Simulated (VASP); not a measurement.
A run of VASP 6.6.1 is set up as follows.

The input INCAR:

```
SYSTEM = NaH
PREC = Accurate
ENCUT = 500
EDIFF = 1E-7
ISMEAR = 0
SIGMA = 0.01
LREAL = .FALSE.
LASPH = .TRUE.
NELM = 120
ALGO = Normal
ISIF = 3
LWAVE = .FALSE.
LCHARG = .FALSE.
GGA = PS
IBRION = 2
NSW = 80
EDIFFG = -0.001
GGA_COMPAT = .FALSE.
NELMIN = 4
```

Contents of KPOINTS:

```
Automatic mesh
0
G
  8 8 8
  0 0 0
```

File POSCAR:

```
NaH
1.0
    0.0000000000      2.3956887629      2.3956887629
    2.3956887629      0.0000000000      2.3956887629
    2.3956887629      2.3956887629      0.0000000000
Na H
1 1
Direct
    0.0000000000      0.0000000000      0.0000000000
    0.5000000000      0.5000000000      0.5000000000
```

Potentials or basis: VASP PAW PBE potentials, release 64 (Na_pv, H).

The run is started by

```console
$ cat potpaw_PBE.64/Na_pv/POTCAR potpaw_PBE.64/H/POTCAR > POTCAR
$ mpirun -np 1 vasp_std > vasp.out
```

Q: What does it give for the relaxed volume?

A: 13.74 Å³/atom.

Q: Estimate the relaxed cell.

A: a = 3.387 Å, b = 3.387 Å, c = 3.387 Å, α = 60.00°, β = 60.00°, γ = 60.00°.

Q: Estimate the band gap on the k mesh.

A: 3.61 eV (least direct gap 4.52 eV).

Q: Predict the space group after relaxing (to 0.1 Å).

A: Fm-3m (No. 225).

Final structure:
```
CELL_PARAMETERS angstrom
0.00000 2.39487 2.39487
2.39487 0.00000 2.39487
2.39487 2.39487 0.00000
ATOMIC_POSITIONS crystal
Na 0.00000 0.00000 0.00000
H 0.50000 0.50000 0.50000
```

Caveat: the PAW data sets were made with another functional, which shifts forces and pressure a little. A k mesh can miss the band edges.
